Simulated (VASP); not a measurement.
# Mg2PbN2 (P-3m1) in VASP: further runs, part 3 of 3

VASP 6.6.1. Earlier steps stand in the parts before.

### Step 4. Single point, PBE

The input, INCAR:

```
  PREC = Accurate
  ENCUT = 520
  EDIFF = 1E-6
  ISMEAR = 0
  SIGMA = 0.01
  LREAL = F
  LASPH = T
  NELM = 60
  ALGO = Normal
  ISIF = 2
  LWAVE = F
  LCHARG = T
  GGA = PE
  LELF = T
  LVHAR = T
  NBANDS = 22
```

The input, KPOINTS:

```
regular mesh
0
Gamma
  7 7 4
```

The input, POSCAR:

```
Mg2PbN2
1.0
    3.6268640000      0.0000000000      0.0000000000
   -1.8134320000      3.1409563601      0.0000000000
    0.0000000000      0.0000000000      6.5658920000
Mg Pb N
2 1 2
Direct
    0.6666666667      0.3333333333      0.1387760000
    0.3333333333      0.6666666667      0.8612240000
    0.0000000000      0.0000000000      0.5000000000
    0.6666666667      0.3333333333      0.7974550000
    0.3333333333      0.6666666667      0.2025450000
```

Potentials or basis: VASP PAW PBE potentials, release 64 (Mg, Pb_d, N).

Command:

```bash
> cat potpaw_PBE.64/Mg/POTCAR potpaw_PBE.64/Pb_d/POTCAR potpaw_PBE.64/N/POTCAR > POTCAR
> mpirun -np 1 vasp_std > vasp.out
```

OUTCAR:

```text
PREC = Accurate
   ENCUT = 520
   EDIFF = 1E-6
   ISMEAR = 0
   LREAL = F
   LASPH = T
   NELM = 60
   ISIF = 2
   GGA = PE

 ion  position               nearest neighbor table
   1  0.667  0.333  0.139-   5 2.14   5 2.14   5 2.14   4 2.24   2 2.78   2 2.78   2 2.78   3 3.16
                             3 3.16   3 3.16
   2  0.333  0.667  0.861-   4 2.14   4 2.14   4 2.14   5 2.24   1 2.78   1 2.78   1 2.78   3 3.16
                             3 3.16   3 3.16
   3  0.000  0.000  0.500-   4 2.86   5 2.86   4 2.86   5 2.86   4 2.86   5 2.86   1 3.16   2 3.16
                             2 3.16   1 3.16   1 3.16   2 3.16
   4  0.667  0.333  0.797-   2 2.14   2 2.14   2 2.14   1 2.24   3 2.86   3 2.86   3 2.86
   5  0.333  0.667  0.203-   1 2.14   1 2.14   1 2.14   2 2.24   3 2.86   3 2.86   3 2.86

  LATTYP: Found a hexagonal cell.
 ALAT       =     3.6268640000
 C/A-ratio  =     1.8103496574

  Lattice vectors:

 A1 = (   3.6268640000,   0.0000000000,   0.0000000000)
 A2 = (  -1.8134320000,   3.1409563601,   0.0000000000)
 A3 = (   0.0000000000,   0.0000000000,   6.5658920000)

Analysis of symmetry for initial positions (statically):
=====================================================================
 Subroutine PRICEL returns:
 Original cell was already a primitive cell.

 Routine SETGRP: Setting up the symmetry group for a
 hexagonal supercell.

 Subroutine GETGRP returns: Found 12 space group operations
 (whereof 12 operations were pure point group operations)
 out of a pool of 24 trial point group operations.

The static configuration has the point symmetry D_3d.

Analysis of symmetry for dynamics (positions and initial velocities):
=====================================================================
 Subroutine PRICEL returns:
 Original cell was already a primitive cell.

 Routine SETGRP: Setting up the symmetry group for a
 hexagonal supercell.

 Subroutine GETGRP returns: Found 12 space group operations
 (whereof 12 operations were pure point group operations)
 out of a pool of 24 trial point group operations.

The dynamic configuration has the point symmetry D_3d.

 Subroutine INISYM returns: Found 12 space group operations
 (whereof 12 operations are pure point group operations),
 and found     1 'primitive' translations

----------------------------------------------------------------------------------------

                                     Primitive cell

  volume of cell :      74.7975

  direct lattice vectors                    reciprocal lattice vectors
     3.626864000  0.000000000  0.000000000     0.275720292  0.159187185  0.000000000
    -1.813432000  3.140956360  0.000000000     0.000000000  0.318374369  0.000000000
     0.000000000  0.000000000  6.565892000     0.000000000  0.000000000  0.152302231

  length of vectors
     3.626864000  3.626864000  6.565892000     0.318374369  0.318374369  0.152302231

  position of ions in fractional coordinates (direct lattice)
     0.666666667  0.333333333  0.138776000
     0.333333333  0.666666667  0.861224000
     0.000000000  0.000000000  0.500000000
     0.666666667  0.333333333  0.797455000
     0.333333333  0.666666667  0.202545000
[... 32 lines left out ...]

 Found     28 irreducible k-points:

 Following reciprocal coordinates:
            Coordinates               Weight
  0.000000  0.000000  0.000000      1.000000
  0.142857  0.000000  0.000000      6.000000
  0.285714  0.000000  0.000000      6.000000
  0.428571  0.000000  0.000000      6.000000
  0.142857  0.142857  0.000000      6.000000
  0.285714  0.142857  0.000000     12.000000
[... 16 lines left out ...]
  0.285714  0.000000  0.500000      6.000000
  0.428571  0.000000  0.500000      6.000000
 [... further k-points ...]
   k-points           NKPTS =     28   k-points in BZ     NKDIM =     28   number of bands    NBANDS=     22
   number of dos      NEDOS =    301   number of ions     NIONS =      5
   total plane-waves  NPLWV =  39200
   dimension x,y,z NGX =    28 NGY =   28 NGZ =   50
   dimension x,y,z NGXF=    56 NGYF=   56 NGZF=  100
   ions per type =               2   1   2
   NGX,Y,Z   is equivalent  to a cutoff of  12.83, 12.83, 12.66 a.u.
   NGXF,Y,Z  is equivalent  to a cutoff of  25.67, 25.67, 25.32 a.u.
 SYSTEM =  unknown system
   PREC   = accura    normal or accurate (medium, high low for compatibility)
   ISTART =      0    job   : 0-new  1-cont  2-samecut
   ICHARG =      2    charge: 1-file 2-atom 10-const
   ISPIN  =      1    spin polarized calculation?
   LNONCOLLINEAR =      F non collinear calculations
   LSORBIT =      F    spin-orbit coupling
   LASPH  =      T    aspherical Exc in radial PAW
   ENCUT  =  520.0 eV  38.22 Ry    6.18 a.u.   6.74  6.74 12.21*2*pi/ulx,y,z
   NELM   =     60;   NELMIN=  2; NELMDL= -5     # of ELM steps
   EDIFF  = 0.1E-05   stopping-criterion for ELM
   LREAL  =      F    real-space projection
   EDIFFG = 0.1E-04   stopping-criterion for IOM
   NSW    =      0    number of steps for IOM
   IBRION =     -1    ionic relax: 0-MD 1-quasi-New 2-CG
   NFREE  =      0    steps in history (QN), initial steepest desc. (CG)
   ISIF   =      2    stress and relaxation
   ISYM   =      2    0-nonsym 1-usesym 2-fastsym
   POTIM  = 0.5000    time-step for ionic-motion
   TEBEG  =    0.0;   TEEND  =   0.0 temperature during run
   PSTRESS=    0.0 pullay stress
   NELECT =      28.0000    total number of electrons
   NUPDOWN=      -1.0000    fix difference up-down
   EMIN   =  10.00;   EMAX   =-10.00  energy-range for DOS
   EFERMI =   0.00;   METHOD = LEGACY
   ISMEAR =     0;   SIGMA  =   0.01  broadening in eV -4-tet -1-fermi 0-gaus
   EFERMI_NEDOS =   21; number of points for ismear=-14 and -15
   IALGO  =     38    algorithm
   IMIX   =      4    mixing-type and parameters
     AMIX     =   0.40;   BMIX     =  1.00
     AMIX_MAG =   1.60;   BMIX_MAG =  1.00
  volume/ion in A,a.u.               =      14.96       100.95
  Fermi-wavevector in a.u.,A,eV,Ry     =   1.179864  2.229619 18.940379  1.392079
  Thomas-Fermi vector in A             =   2.316167
   LORBIT       =      0    0 simple, 1 ext, 2 COOP (PROOUT), +10 PAW based schemes
   GGA     = PE    functional components
   LHFCALC =     F    Hartree Fock is set to
   AEXX    =    0.0000 exact exchange contribution
   IVDW    =     0    specifies the selected vdW correction
   LEPSILON=     F    determine dielectric tensor
   LRPA    =     F    only Hartree local field effects (RPA)
 non-spin polarized calculation
 Gauss-broadening in eV      SIGMA  =   0.01
  energy-cutoff  :      520.00
  volume of cell :       74.80
 maximum number of plane-waves:      2040
 NGX is ok and might be reduce to    28
   NGX = 13   NGY = 13   NGZ = 25

 number of electron      27.9999999 magnetization

 Free energy of the ion-electron system (eV)
  ---------------------------------------------------
  ext. energy  EPLUGINS =         0.00000000
  ---------------------------------------------------
  free energy    TOTEN  =       -24.09608931 eV

  energy without entropy =      -24.09608931  energy(sigma->0) =      -24.09608931

 E-fermi :   5.6299     XC(G=0): -10.3011

 val. band max:        5.5474995896   @ k =   0.0000   0.0000   0.5000
 cond. band min:       5.6879592563   @ k =   0.4286   0.1429   0.5000
 fundamental gap:      0.1404596666
 Fermi energy:         5.6299194237

 k-point     1 :       0.0000    0.0000    0.0000
  band No.  band energies     occupation
      1     -11.7377      2.00000
      2     -11.7377      2.00000
      3     -11.6901      2.00000
      4     -11.5542      2.00000
      5     -11.5542      2.00000
      6      -8.6637      2.00000
[... 589 lines left out ...]
     21      13.7052      0.00000
     22      14.8131      0.00000

 [... further k-points ...]

------------------------ aborting loop because EDIFF is reached ----------------------------------------

  FORCE on cell =-STRESS in cart. coord.  units (eV):
  Direction    XX          YY          ZZ          XY          YZ          ZX
  --------------------------------------------------------------------------------------
  -------------------------------------------------------------------------------------
  Total       -0.1824633     -0.1824633     -0.1954411      0.0000000      0.0000000     -0.0000000
  in kB       -3.9084023     -3.9084023     -4.1863900      0.0000000      0.0000000     -0.0000000
  external PRESSURE =      -4.0010649 kB  Pullay stress =       0.0000000 kB

 VOLUME and BASIS-vectors are now :
 -----------------------------------------------------------------------------
  energy-cutoff  :      520.00
  volume of cell :       74.80
      direct lattice vectors                 reciprocal lattice vectors
     3.626864000  0.000000000  0.000000000     0.275720292  0.159187185  0.000000000
    -1.813432000  3.140956360  0.000000000     0.000000000  0.318374369  0.000000000
     0.000000000  0.000000000  6.565892000     0.000000000  0.000000000  0.152302231

 POSITION                                       TOTAL-FORCE (eV/Angst)
 -----------------------------------------------------------------------------------
      1.81343      1.04699      0.91119         0.000000     -0.000000     -0.001559
     -0.00000      2.09397      5.65470         0.000000      0.000000      0.001559
      0.00000      0.00000      3.28295        -0.000000      0.000000     -0.000000
      1.81343      1.04699      5.23600        -0.000000      0.000000      0.002348
     -0.00000      2.09397      1.32989        -0.000000      0.000000     -0.002348
 -----------------------------------------------------------------------------------
    total drift:                                0.000000      0.000000     -0.000000

  FREE ENERGIE OF THE ION-ELECTRON SYSTEM (eV)
  ---------------------------------------------------
  free  energy   TOTEN  =       -24.0960893094 eV

  energy  without entropy=      -24.0960893094  energy(sigma->0) =      -24.09608931
```

OSZICAR:

```text
N       E                     dE             d eps       ncg     rms          rms(c)
DAV:   1     0.237385313124E+03    0.23739E+03   -0.13306E+04  1232   0.131E+03
DAV:   2    -0.288408048619E+01   -0.24027E+03   -0.22438E+03  1364   0.340E+02
DAV:   3    -0.293467666940E+02   -0.26463E+02   -0.25710E+02  1644   0.113E+02
DAV:   4    -0.302826014558E+02   -0.93583E+00   -0.93418E+00  1414   0.236E+01
DAV:   5    -0.303127690849E+02   -0.30168E-01   -0.30149E-01  1678   0.443E+00    0.128E+01
DAV:   6    -0.244834365898E+02    0.58293E+01   -0.41797E+01  2008   0.469E+01    0.617E+00
DAV:   7    -0.241440990852E+02    0.33934E+00   -0.32468E+00  1358   0.952E+00    0.290E+00
DAV:   8    -0.241146956236E+02    0.29403E-01   -0.67003E-01  1406   0.515E+00    0.119E+00
DAV:   9    -0.240987012604E+02    0.15994E-01   -0.40503E-02  1422   0.130E+00    0.683E-01
DAV:  10    -0.240970082455E+02    0.16930E-02   -0.34453E-02  1454   0.101E+00    0.263E-01
DAV:  11    -0.240960974236E+02    0.91082E-03   -0.35508E-03  1412   0.407E-01    0.629E-02
DAV:  12    -0.240960909818E+02    0.64417E-05   -0.37491E-04  1598   0.108E-01    0.180E-02
DAV:  13    -0.240960895241E+02    0.14577E-05   -0.50367E-05  1600   0.422E-02    0.983E-03
DAV:  14    -0.240960893094E+02    0.21466E-06   -0.71529E-06  1408   0.180E-02
   1 F= -.24096089E+02 E0= -.24096089E+02  d E =-.405117E-18
```

stdout:

```text
POSCAR found type information on POSCAR MgPbN
 POSCAR found :  3 types and       5 ions
 scaLAPACK will be used
 LDA part: xc-table for (Slater+PW92), standard interpolation
 POSCAR, INCAR and KPOINTS ok, starting setup
 FFT: planning ... GRIDC
 FFT: planning ... GRID_SOFT
 FFT: planning ... GRID
 WAVECAR not read
 entering main loop
```

It took 59 s on 1 thread of Intel Xeon 8259CL, shared host; peak memory 0.21 GiB.

Results:

```
Free energy            : -24.0961 eV
Pressure               : -0.4 GPa
Band gap on the k mesh : 0.14 eV (least direct gap 0.24 eV)
```

Forces in eV/Å, atoms in the order of the input:
```
Mg   0.000  0.000 -0.002
Mg   0.000  0.000  0.002
Pb   0.000  0.000  0.000
N    0.000  0.000  0.002
N    0.000  0.000 -0.002
```

Levels at points of the mesh, in eV from the valence-band top:
```tsv
k point	band 10	band 11	band 12	band 13	band 14	band 15	band 16	band 17	band 18	band 19
(0.00, 0.00, 0.00)	-2.52	-1.51	-1.51	-1.33	-1.33	1.88	4.07	5.20	5.20	8.60
(0.00, 0.00, 0.50)	-1.60	-1.60	-1.22	-1.22	0.00	0.24	5.14	5.14	5.58	5.91
```

Caveat: spin-orbit coupling is left out, which moves the levels of the heavy elements; an odd mesh through Γ misses points on the zone boundary, where band edges can lie.

### Step 5. Single point, PBE

The input, INCAR:

```
PREC = Accurate
ENCUT = 520
EDIFF = 1E-6
ISMEAR = 0
SIGMA = 0.01
LREAL = False
LASPH = True
NELM = 80
ALGO = Normal
ISIF = 2
LWAVE = False
LCHARG = False
GGA = PE
NBANDS = 22
```

The input, KPOINTS:

```
Automatic mesh
0
Gamma
  9 9 4
```

POSCAR is that of step 4.

Potentials or basis: VASP PAW PBE potentials, release 64 (Mg, Pb_d, N).

Command:

```bash
> cat potpaw_PBE.64/Mg/POTCAR potpaw_PBE.64/Pb_d/POTCAR potpaw_PBE.64/N/POTCAR > POTCAR
> mpirun -np 1 vasp_std > vasp.out
```

OUTCAR:

```text
PREC = Accurate
   ENCUT = 520
   EDIFF = 1E-6
   ISMEAR = 0
   LREAL = False
   LASPH = True
   NELM = 80
   ISIF = 2
   GGA = PE

 ion  position               nearest neighbor table
   1  0.667  0.333  0.139-   5 2.14   5 2.14   5 2.14   4 2.24   2 2.78   2 2.78   2 2.78   3 3.16
                             3 3.16   3 3.16
   2  0.333  0.667  0.861-   4 2.14   4 2.14   4 2.14   5 2.24   1 2.78   1 2.78   1 2.78   3 3.16
                             3 3.16   3 3.16
   3  0.000  0.000  0.500-   4 2.86   5 2.86   4 2.86   5 2.86   4 2.86   5 2.86   1 3.16   2 3.16
                             2 3.16   1 3.16   1 3.16   2 3.16
   4  0.667  0.333  0.797-   2 2.14   2 2.14   2 2.14   1 2.24   3 2.86   3 2.86   3 2.86
   5  0.333  0.667  0.203-   1 2.14   1 2.14   1 2.14   2 2.24   3 2.86   3 2.86   3 2.86

  LATTYP: Found a hexagonal cell.
 ALAT       =     3.6268640000
 C/A-ratio  =     1.8103496574

  Lattice vectors:

 A1 = (   3.6268640000,   0.0000000000,   0.0000000000)
 A2 = (  -1.8134320000,   3.1409563601,   0.0000000000)
 A3 = (   0.0000000000,   0.0000000000,   6.5658920000)

Analysis of symmetry for initial positions (statically):
=====================================================================
 Subroutine PRICEL returns:
 Original cell was already a primitive cell.

 Routine SETGRP: Setting up the symmetry group for a
 hexagonal supercell.

 Subroutine GETGRP returns: Found 12 space group operations
 (whereof 12 operations were pure point group operations)
 out of a pool of 24 trial point group operations.

The static configuration has the point symmetry D_3d.

Analysis of symmetry for dynamics (positions and initial velocities):
=====================================================================
 Subroutine PRICEL returns:
 Original cell was already a primitive cell.

 Routine SETGRP: Setting up the symmetry group for a
 hexagonal supercell.

 Subroutine GETGRP returns: Found 12 space group operations
 (whereof 12 operations were pure point group operations)
 out of a pool of 24 trial point group operations.

[... 128 lines left out ...]
  Fermi-wavevector in a.u.,A,eV,Ry     =   1.179864  2.229619 18.940379  1.392079
  Thomas-Fermi vector in A             =   2.316167
   LORBIT       =      0    0 simple, 1 ext, 2 COOP (PROOUT), +10 PAW based schemes
   GGA     = PE    functional components
   LHFCALC =     F    Hartree Fock is set to
   AEXX    =    0.0000 exact exchange contribution
   IVDW    =     0    specifies the selected vdW correction
   LEPSILON=     F    determine dielectric tensor
   LRPA    =     F    only Hartree local field effects (RPA)
 non-spin polarized calculation
 Gauss-broadening in eV      SIGMA  =   0.01
  energy-cutoff  :      520.00
  volume of cell :       74.80
 maximum number of plane-waves:      2040
 NGX is ok and might be reduce to    28
   NGX = 13   NGY = 13   NGZ = 25

 number of electron      27.9999999 magnetization

 Free energy of the ion-electron system (eV)
  ---------------------------------------------------
  ext. energy  EPLUGINS =         0.00000000
  ---------------------------------------------------
  free energy    TOTEN  =       -24.09715650 eV

  energy without entropy =      -24.09715650  energy(sigma->0) =      -24.09715650

 E-fermi :   5.5859     XC(G=0): -10.3013

 val. band max:        5.5464226416   @ k =   0.0000   0.0000   0.5000
 cond. band min:       5.6307021326   @ k =   0.4444   0.1111   0.5000
 fundamental gap:      0.0842794909
 Fermi energy:         5.5859252364

 k-point     1 :       0.0000    0.0000    0.0000
  band No.  band energies     occupation
      1     -11.7368      2.00000
      2     -11.7368      2.00000
      3     -11.6894      2.00000
      4     -11.5535      2.00000
      5     -11.5535      2.00000
      6      -8.6645      2.00000
[... 589 lines left out ...]
     21      14.2405      0.00000
     22      14.7855      0.00000

 [... further k-points ...]

------------------------ aborting loop because EDIFF is reached ----------------------------------------

  FORCE on cell =-STRESS in cart. coord.  units (eV):
  Direction    XX          YY          ZZ          XY          YZ          ZX
  --------------------------------------------------------------------------------------
  -------------------------------------------------------------------------------------
  Total       -0.1831033     -0.1831033     -0.1907634      0.0000000      0.0000000     -0.0000000
  in kB       -3.9221101     -3.9221101     -4.0861912      0.0000000      0.0000000     -0.0000000
  external PRESSURE =      -3.9768038 kB  Pullay stress =       0.0000000 kB

 VOLUME and BASIS-vectors are now :
 -----------------------------------------------------------------------------
  energy-cutoff  :      520.00
  volume of cell :       74.80
      direct lattice vectors                 reciprocal lattice vectors
     3.626864000  0.000000000  0.000000000     0.275720292  0.159187185  0.000000000
    -1.813432000  3.140956360  0.000000000     0.000000000  0.318374369  0.000000000
     0.000000000  0.000000000  6.565892000     0.000000000  0.000000000  0.152302231

 POSITION                                       TOTAL-FORCE (eV/Angst)
 -----------------------------------------------------------------------------------
      1.81343      1.04699      0.91119         0.000000     -0.000000     -0.000717
     -0.00000      2.09397      5.65470         0.000000      0.000000      0.000717
      0.00000      0.00000      3.28295        -0.000000      0.000000      0.000000
      1.81343      1.04699      5.23600        -0.000000     -0.000000      0.002291
     -0.00000      2.09397      1.32989        -0.000000      0.000000     -0.002291
 -----------------------------------------------------------------------------------
    total drift:                                0.000000      0.000000     -0.000000

  FREE ENERGIE OF THE ION-ELECTRON SYSTEM (eV)
  ---------------------------------------------------
  free  energy   TOTEN  =       -24.0971564963 eV

  energy  without entropy=      -24.0971564963  energy(sigma->0) =      -24.09715650
```

stdout:

```text
POSCAR found type information on POSCAR MgPbN
 POSCAR found :  3 types and       5 ions
 scaLAPACK will be used
 LDA part: xc-table for (Slater+PW92), standard interpolation
 POSCAR, INCAR and KPOINTS ok, starting setup
 FFT: planning ... GRIDC
 FFT: planning ... GRID_SOFT
 FFT: planning ... GRID
 WAVECAR not read
 entering main loop
```

Run time: 79 s. Hardware: 1 thread of Intel Xeon 8259CL, shared host; peak memory 0.23 GiB.

What came out:

- Free energy: -24.0972 eV
- Pressure: -0.4 GPa
- Band gap on the k mesh: 0.08 eV (least direct gap 0.24 eV)

Forces on the atoms (eV/Å):
```
Mg   0.000  0.000 -0.001
Mg   0.000  0.000  0.001
Pb   0.000  0.000  0.000
N    0.000  0.000  0.002
N    0.000  0.000 -0.002
```

Levels at points of the mesh, in eV from the valence-band top:
```tsv
k point	band 10	band 11	band 12	band 13	band 14	band 15	band 16	band 17	band 18	band 19
(0.00, 0.00, 0.00)	-2.52	-1.51	-1.51	-1.33	-1.33	1.88	4.07	5.20	5.20	8.60
(0.00, 0.00, 0.50)	-1.60	-1.60	-1.22	-1.22	0.00	0.24	5.14	5.14	5.58	5.91
```

Caveat: spin-orbit coupling is left out, which moves the levels of the heavy elements; an odd mesh through Γ misses points on the zone boundary, where band edges can lie.

### Step 6. The runs side by side

| k mesh | gap on the mesh (eV) | pressure (GPa) |
| --- | --- | --- |
| 5 × 5 × 2 | 0.24 | -0.4 |
| 6 × 6 × 3 | 0.63 | -0.4 |
| 7 × 7 × 4 | 0.14 | -0.4 |
| 9 × 9 × 4 | 0.08 | -0.4 |

Alike in all rows: task single point; level PBE; potentials or basis VASP PAW PBE potentials, release 64 (Mg, Pb_d, N); no spin polarisation; cell as given; cutoff (eV) 520; smearing gaussian 0.01 eV.

Caveats: some runs use coarse meshes; spin-orbit coupling is left out, which moves the levels of the heavy elements; an odd mesh through Γ misses points on the zone boundary, where band edges can lie.

Absolute energies hang on the potentials; compare differences alone.
